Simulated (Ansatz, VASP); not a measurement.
## HfC: VASP beside Ansatz

Contents of INCAR:

```
SYSTEM = HfC
ALGO = Normal
EDIFF = 1E-6
ENCUT = 520
ISIF = 2
ISMEAR = -1
LASPH = .True.
LCHARG = .False.
LREAL = .False.
LWAVE = .False.
NBANDS = 14
NELM = 100
PREC = Accurate
SIGMA = 0.08
```

File KPOINTS:

```
k-points
0
Gamma
  17 17 17
  0 0 0
```

The input POSCAR:

```
HfC
1.0
    0.0000000000      2.1909363157      2.1909363157
    2.1909363157      0.0000000000      2.1909363157
    2.1909363157      2.1909363157      0.0000000000
Hf C
1 1
Direct
    0.0000000000      0.0000000000      0.0000000000
    0.5000000000      0.5000000000      0.5000000000
```

Input for Ansatz:

```yaml
crystal:
  lattice:
    - [0.0, 2.1909363157, 2.1909363157]
    - [2.1909363157, 0.0, 2.1909363157]
    - [2.1909363157, 2.1909363157, 0.0]
  atoms:
    - { symbol: Hf, position: [0.0, 0.0, 0.0] }
    - { symbol: C, position: [0.5, 0.5, 0.5] }
kpoints:
  mp_grid: { grid: [17, 17, 17] }
  band_path:
    path:
      - [0.0, 0.0, 0.0]
      - [0.5, 0.0, 0.5]
      - [0.625, 0.25, 0.625]
      - [0.375, 0.375, 0.75]
      - [0.0, 0.0, 0.0]
      - [0.5, 0.5, 0.5]
      - [0.5, 0.25, 0.75]
      - [0.5, 0.0, 0.5]
    npoints: 8
scf:
  occupations: { method: fermi_dirac, width: 0.08 }
hamiltonian:
  xc: lda
  pseudopotentials: { kind: paw }
output:
  forces: true
  stress: true
  eigenvalues: true
  populations: true
  dos: { projected: true, de: 0.2, e_range: [-14, 8] }
```

Change from the starting cell: volume scaled by 0.88, PAW files.

Alike in both runs: task single point; functional LDA; k mesh 17 × 17 × 17; occupations fermi-dirac, width 0.08 eV; no spin polarisation.

```csv
,VASP,Ansatz
version,VASP 6.6.1,Ansatz 0.2.0
potentials or method,"VASP PAW LDA potentials, release 64 (Hf_pv, C)","PAW with Ansatz's default frozen-core files, scalar-relativistic"
plane-wave cutoff (eV),520,420
valence electrons in the cell,14,30
```

```tsv
	VASP	Ansatz	Ansatz less VASP
pressure (GPa)	45.1	43.0	-2.16
```

LDA's correlation is that of Perdew and Zunger in VASP and of Perdew and Wang (1992) in Ansatz. Both programs put the cell under a high pressure, so it lies far from rest at this level. VASP's potentials hold 14 valence electrons a cell and Ansatz's 30, so a difference there can come from the potentials and not from the codes.

Spin-orbit coupling is off throughout.
